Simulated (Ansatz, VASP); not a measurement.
Given: the input of a run of Ansatz 0.2.0 on Bi.

File input.yaml:

```yaml
crystal:
  lattice:
    - [3.3018899442, 0.0, 0.0]
    - [0.0, 3.2848288383, 0.0]
    - [-0.0820328266, 0.0, 6.5702716347]
  atoms:
    - { symbol: Bi, position: [0.54424725, 0.0, 0.74957789] }
    - { symbol: Bi, position: [0.45575275, 0.0, 0.25042211] }
kpoints:
  mp_grid: { grid: [8, 8, 4] }
scf:
  occupations: { method: fermi_dirac, width: 0.05 }
hamiltonian:
  xc: pbesol
  pseudopotentials: { kind: all_electron, lapw: { basis_error: 0.001 } }
output:
  forces: true
  stress: true
  eigenvalues: true
```

Potentials or basis: all-electron LAPW, scalar-relativistic.

Launch:

```bash
$ ansatz run input.yaml --threads 1 --pin off --max-ram 3072MiB --backend cpu --events-out ev --progress --plain --runs-dir out
```

Task: Set up the same calculation for VASP 6.6.1. Potentials there: VASP PAW PBE potentials, release 64 (Bi_d).

Result: As run (the cutoff follows the program's own potentials):

File INCAR:

```
SYSTEM = Bi
PREC     = Accurate       ! precision mode
ENCUT    = 520            ! plane-wave cutoff, eV
EDIFF    = 1E-6           ! SCF threshold, eV
ISMEAR   = -1             ! smearing method
SIGMA    = 0.05           ! smearing width, eV
LREAL    = .FALSE.        ! projectors in reciprocal space
LASPH    = .TRUE.         ! aspherical terms in the spheres
NELM     = 60             ! most SCF steps
ALGO     = Fast           ! electronic algorithm
ISIF     = 2              ! what is computed and relaxed
LWAVE    = .FALSE.        ! write WAVECAR
LCHARG   = .FALSE.        ! write CHGCAR
GGA      = PS             ! functional
NBANDS   = 22             ! bands
```

Contents of KPOINTS:

```
Automatic mesh
0
G
  8 8 4
  0 0 0
```

File POSCAR:

```
Bi
1.0
    3.3018899442      0.0000000000      0.0000000000
    0.0000000000      3.2848288383      0.0000000000
   -0.0820328266      0.0000000000      6.5702716347
Bi
2
Direct
    0.5442472500      0.0000000000      0.7495778900
    0.4557527500      0.0000000000      0.2504221100
```

Potentials or basis: VASP PAW PBE potentials, release 64 (Bi_d).

Launch:

```console
$ cat potpaw_PBE.64/Bi_d/POTCAR > POTCAR
$ mpirun -np 1 vasp_std > vasp.out
```

Both were run:

|  | VASP | Ansatz | Ansatz less VASP |
| --- | --- | --- | --- |
| gap on the k mesh at the Fermi level (eV) | none | none | - |
| pressure (GPa) | -3.2 | -3.1 | +0.09 |
| traceless stress, the component that is largest in VASP (GPa) | 0.47 | 0.48 | +0.004 |
| rms of the force components (eV/Å) | 0.013 | 0.013 | +0.0007 |

VASP's potentials were made for PBE, not for PBEsol. Atom by atom the forces differ by 0.001 eV/Å (rms over components). A gap of «none» marks a metal or a gap that the smearing closes. Ansatz ran all-electron here, and VASP with PAW potentials.

Neither program's run includes spin-orbit coupling.
